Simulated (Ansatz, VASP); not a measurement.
**Sr3RuO in VASP and in Ansatz**

File INCAR:

```
  PREC = Accurate
  ENCUT = 520
  EDIFF = 1E-6
  ISMEAR = 0
  SIGMA = 0.2
  LREAL = False
  LASPH = True
  NELM = 100
  ALGO = Normal
  ISIF = 2
  LWAVE = False
  LCHARG = False
  GGA = PE
  NBANDS = 61
```

The input KPOINTS:

```
Automatic mesh
0
Gamma
  6 6 2
```

File POSCAR:

```
Sr3RuO
1.0
    3.7055464697      0.0000000000      0.0000000000
    0.0000000000      3.7055464697      0.0000000000
    0.0000000000      0.0000000000     18.6796327022
Sr Ru O
6 2 2
Direct
    0.0000000000      0.5000000000      0.7810628756
    0.5000000000      1.0000000000      0.9322859483
    0.5000000000      0.0000000000      0.2189371244
    1.0000000000      0.5000000000      0.0677140517
    0.5000000000      0.0000000000      0.3999110984
    0.0000000000      0.5000000000      0.6000889016
    0.0000000000      0.5000000000      0.3046035495
    0.5000000000      1.0000000000      0.6953964505
    1.0000000000      0.5000000000      0.9336882218
    0.5000000000      1.0000000000      0.0663117782
```

Input for Ansatz:

```yaml
crystal:
  lattice:
    - [3.7055464697, 0.0, 0.0]
    - [0.0, 3.7055464697, 0.0]
    - [0.0, 0.0, 18.6796327022]
  atoms:
    - { symbol: Sr, position: [0.0, 0.5, 0.7810628756] }
    - { symbol: Sr, position: [0.5, 1.0, 0.9322859483] }
    - { symbol: Sr, position: [0.5, 0.0, 0.2189371244] }
    - { symbol: Sr, position: [1.0, 0.5, 0.0677140517] }
    - { symbol: Sr, position: [0.5, 0.0, 0.3999110984] }
    - { symbol: Sr, position: [0.0, 0.5, 0.6000889016] }
    - { symbol: Ru, position: [0.0, 0.5, 0.3046035495] }
    - { symbol: Ru, position: [0.5, 1.0, 0.6953964505] }
    - { symbol: O, position: [1.0, 0.5, 0.9336882218] }
    - { symbol: O, position: [0.5, 1.0, 0.0663117782] }
basis:
  ecutwfc: 420
kpoints:
  mp_grid: { grid: [6, 6, 2] }
hamiltonian:
  xc: pbe
scf:
  occupations: { method: gaussian, width: 0.2 }
  lower_state_search: "off"
output:
  forces: true
  stress: true
  eigenvalues: true
```

Alike in both runs: task single point; functional PBE; k mesh 6 × 6 × 2; occupations gaussian, width 0.2 eV; no spin polarisation.

|  | VASP | Ansatz |
| --- | --- | --- |
| version | VASP 6.6.1 | Ansatz 0.2.0 |
| potentials or method | VASP PAW PBE potentials, release 64 (Sr_sv, Ru_pv, O), cutoff 520 eV | scalar-relativistic, plane waves, PAW |
| valence electrons in the cell | 100 | 104 |

Ansatz gave:

- gap on the k mesh at the Fermi level (eV): none
- pressure (GPa): 0.0
- traceless stress, the component that is largest in VASP (GPa): 0.34
- rms of the force components (eV/Å): 0.026

**Question.** Which values does VASP return?

**Answer.** gap on the k mesh at the Fermi level (eV): none; pressure (GPa): 0.3; traceless stress, the component that is largest in VASP (GPa): 0.32; rms of the force components (eV/Å): 0.037.

Atom by atom the forces differ by 0.014 eV/Å (rms over components). A gap of «none» marks a metal or a gap that the smearing closes. VASP's potentials hold 100 valence electrons a cell and Ansatz's 104, so a difference there can come from the potentials and not from the codes.
